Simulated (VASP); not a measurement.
# Mg3Sn2N2 in VASP: a series of runs, part 2 of 2

VASP 6.6.1.

## 3. Single point, PBE

This run uses another cell than the first one, of the same volume but with other edges.

INCAR

```
  ALGO = Normal
  EDIFF = 1E-7
  ENCUT = 520
  GGA = PE
  ISIF = 2
  ISMEAR = 0
  LASPH = T
  LCHARG = T
  LELF = T
  LREAL = F
  LVHAR = T
  LWAVE = F
  NBANDS = 31
  NELM = 100
  PREC = Accurate
  SIGMA = 0.2
```

KPOINTS

```
k-points
0
Gamma
  6 6 2
```

POSCAR

```
Mg3Sn2N2
1.0
    3.3007691480     -0.0018137652      0.0004568410
   -1.6488761448      2.8585363720     -0.2062776485
   -0.0003958573     -0.9308009303     13.0030970902
Mg Sn N
3 2 2
Direct
    0.0002805536      0.0010188069      0.0000955052
    0.7186183591      0.4387023222      0.1623326408
    0.2808686821      0.5612538427      0.8377228497
    0.4614967784      0.9201223282      0.3765008276
    0.5392396949      0.0790411569      0.6232869406
    0.3663123586      0.7341474130      0.1037769440
    0.6331835733      0.2657141302      0.8962842922
```

Potentials or basis: VASP PAW PBE potentials, release 64 (Mg, Sn_d, N).

Run with:

```
cat potpaw_PBE.64/Mg/POTCAR potpaw_PBE.64/Sn_d/POTCAR potpaw_PBE.64/N/POTCAR > POTCAR
mpirun -np 1 vasp_std > vasp.out
```

OUTCAR:

```text
EDIFF = 1E-7
   ENCUT = 520
   GGA = PE
   ISIF = 2
   ISMEAR = 0
   LASPH = T
   LREAL = F
   NELM = 100
   PREC = Accurate

 ion  position               nearest neighbor table
   1  0.000  0.001  0.000-   7 2.33   6 2.33   6 2.33   7 2.33   6 2.33   7 2.34   2 2.83   2 2.83
                             3 2.83   3 2.83   3 2.83   2 2.84
   2  0.719  0.439  0.162-   6 2.05   6 2.05   6 2.05   1 2.83   1 2.83   1 2.84   4 3.34   4 3.36
                             4 3.37
   3  0.281  0.561  0.838-   7 2.05   7 2.05   7 2.05   1 2.83   1 2.83   1 2.83   5 3.35   5 3.37
                             5 3.37
   4  0.461  0.920  0.377-   5 3.18   2 3.34   2 3.36   2 3.37
   5  0.539  0.079  0.623-   4 3.18   3 3.35   3 3.37   3 3.37
   6  0.366  0.734  0.104-   2 2.05   2 2.05   2 2.05   1 2.33   1 2.33   1 2.33
   7  0.633  0.266  0.896-   3 2.05   3 2.05   3 2.05   1 2.33   1 2.33   1 2.34

  LATTYP: Found a triclinic cell.
 ALAT       =     5.7202745770
 B/A-ratio  =     0.5770299369
 C/A-ratio  =     2.3546742966
 COS(alpha) =     0.0001287811
 COS(beta)  =     0.1438889105
 COS(gamma) =     0.8655291106

  Lattice vectors:

 A1 = (  -4.9526621512,  -2.8549088416,   0.2053639665)
[... 195 lines left out ...]
 k-point     1 :       0.0000    0.0000    0.0000
  band No.  band energies     occupation
      1     -16.4879      2.00000
      2     -16.4319      2.00000
      3     -16.4296      2.00000
      4     -16.4268      2.00000
      5     -16.4247      2.00000
      6     -16.3770      2.00000
[... 805 lines left out ...]
     30      11.2495      0.00000
     31      12.2279      0.00000

 [... further k-points ...]

------------------------ aborting loop because EDIFF is reached ----------------------------------------

  FORCE on cell =-STRESS in cart. coord.  units (eV):
  Direction    XX          YY          ZZ          XY          YZ          ZX
  --------------------------------------------------------------------------------------
  -------------------------------------------------------------------------------------
  Total       -0.1501878     -0.2851951     -0.1679245      0.0093605     -0.0366610      0.0021721
  in kB       -1.9720805     -3.7448300     -2.2049776      0.1229106     -0.4813873      0.0285216
  external PRESSURE =      -2.6406294 kB  Pullay stress =       0.0000000 kB

 VOLUME and BASIS-vectors are now :
 -----------------------------------------------------------------------------
  energy-cutoff  :      520.00
  volume of cell :      122.02
      direct lattice vectors                 reciprocal lattice vectors
     3.300769148 -0.001813765  0.000456841     0.303054505  0.175717860  0.012587641
    -1.648876145  2.858536372 -0.206277648     0.000189804  0.351755882  0.025179753
    -0.000395857 -0.930800930 13.003097090    -0.000007636  0.005573988  0.077303758

 POSITION                                       TOTAL-FORCE (eV/Angst)
 -----------------------------------------------------------------------------------
     -0.00075      0.00282      0.00103        -0.000132     -0.011574     -0.008407
      1.64856      1.10164      2.02066         0.000434      0.002613     -0.005207
      0.00131      0.82410     10.77735         0.002016     -0.000178      0.008528
      0.00598      2.27892      4.70609        -0.002081     -0.003179     -0.008130
      1.64933     -0.35519      8.08860         0.000724      0.003657      0.011443
     -0.00145      2.00133      1.19815         0.004648      0.006603     -0.002601
      1.65151     -0.07586     11.59995        -0.005609      0.002059      0.004373
 -----------------------------------------------------------------------------------
    total drift:                               -0.000055      0.000004      0.000089

  FREE ENERGIE OF THE ION-ELECTRON SYSTEM (eV)
  ---------------------------------------------------
  free  energy   TOTEN  =       -31.5600029009 eV

  energy  without entropy=      -31.5060503209  energy(sigma->0) =      -31.53302661
```

OSZICAR:

```text
N       E                     dE             d eps       ncg     rms          rms(c)
DAV:   1     0.405414707136E+03    0.40541E+03   -0.20690E+04  2600   0.173E+03
DAV:   2     0.256183079898E+02   -0.37980E+03   -0.36137E+03  2588   0.485E+02
DAV:   3    -0.360784474797E+02   -0.61697E+02   -0.60374E+02  3032   0.162E+02
DAV:   4    -0.394662371096E+02   -0.33878E+01   -0.33738E+01  2930   0.415E+01
DAV:   5    -0.395714227726E+02   -0.10519E+00   -0.10508E+00  3044   0.776E+00    0.133E+01
DAV:   6    -0.315011332859E+02    0.80703E+01   -0.32880E+01  2978   0.232E+01    0.517E+00
DAV:   7    -0.317319907843E+02   -0.23086E+00   -0.48412E+00  2634   0.691E+00    0.339E+00
DAV:   8    -0.315764449812E+02    0.15555E+00   -0.58350E-01  3083   0.281E+00    0.127E+00
DAV:   9    -0.315780529434E+02   -0.16080E-02   -0.18963E-01  3187   0.153E+00    0.711E-01
DAV:  10    -0.315625209447E+02    0.15532E-01   -0.55821E-02  2867   0.825E-01    0.430E-01
DAV:  11    -0.315646092237E+02   -0.20883E-02   -0.81124E-02  3062   0.832E-01    0.442E-01
DAV:  12    -0.315608057197E+02    0.38035E-02   -0.31552E-02  2945   0.552E-01    0.122E-01
DAV:  13    -0.315600109064E+02    0.79481E-03   -0.47060E-03  3012   0.267E-01    0.226E-02
DAV:  14    -0.315600030502E+02    0.78562E-05   -0.18571E-04  3327   0.643E-02    0.974E-03
DAV:  15    -0.315600047948E+02   -0.17446E-05   -0.15244E-05  3050   0.215E-02    0.875E-03
DAV:  16    -0.315600041073E+02    0.68744E-06   -0.31516E-06  2709   0.120E-02    0.687E-03
DAV:  17    -0.315600029635E+02    0.11438E-05   -0.39803E-06  2907   0.821E-03    0.158E-03
DAV:  18    -0.315600029009E+02    0.62626E-07   -0.55728E-07  2496   0.395E-03
   1 F= -.31560003E+02 E0= -.31533027E+02  d E =-.539526E-01
```

Wall time 92 s (1 thread of Intel Xeon 6975P-C (Granite Rapids), shared host); peak memory 0.34 GiB.

What came out:

```
Free energy            : -31.5600 eV
Pressure               : -0.3 GPa
Largest force          : 0.014 eV/Å
Band gap on the k mesh : zero (bands 22 and 23 overlap by 2.24 eV)
```

Forces on the atoms (eV/Å):
```
Mg   0.000 -0.012 -0.008
Mg   0.000  0.003 -0.005
Mg   0.002  0.000  0.009
Sn  -0.002 -0.003 -0.008
Sn   0.001  0.004  0.011
N    0.005  0.007 -0.003
N   -0.006  0.002  0.004
```

Stress tensor (GPa, compression positive):
```
-0.20  0.01  0.00
 0.01 -0.37 -0.05
 0.00 -0.05 -0.22
```

Levels at points of the mesh, in eV from the Fermi level:
```tsv
k point	band 19	band 20	band 21	band 22	band 23	band 24	band 25	band 26
(0.00, 0.00, 0.00)	-0.42	-0.14	-0.13	0.79	2.96	5.14	6.57	6.84
(0.50, 0.00, 0.00)	-1.96	-1.19	-1.07	-0.74	0.00	2.33	3.25	3.38
(0.00, 0.50, 0.00)	-1.64	-1.63	-1.17	-0.73	0.32	2.43	2.91	3.43
(0.50, 0.50, 0.00)	-1.96	-1.19	-1.07	-0.74	0.00	2.33	3.24	3.39
(0.00, 0.00, 0.50)	-0.43	-0.42	-0.14	-0.13	4.14	4.28	6.33	6.84
(0.50, 0.00, 0.50)	-1.63	-1.62	-1.19	-0.74	0.31	2.45	2.91	3.38
(0.00, 0.50, 0.50)	-1.95	-1.17	-1.08	-0.73	-0.02	2.32	3.23	3.43
(0.50, 0.50, 0.50)	-1.63	-1.63	-1.19	-0.74	0.31	2.45	2.92	3.38
```

Caveat: the k points lie up to 0.37 Å⁻¹ apart, too coarse for converged energies and pressures of a metal; spin-orbit coupling is left out, which moves the levels of the heavy elements.
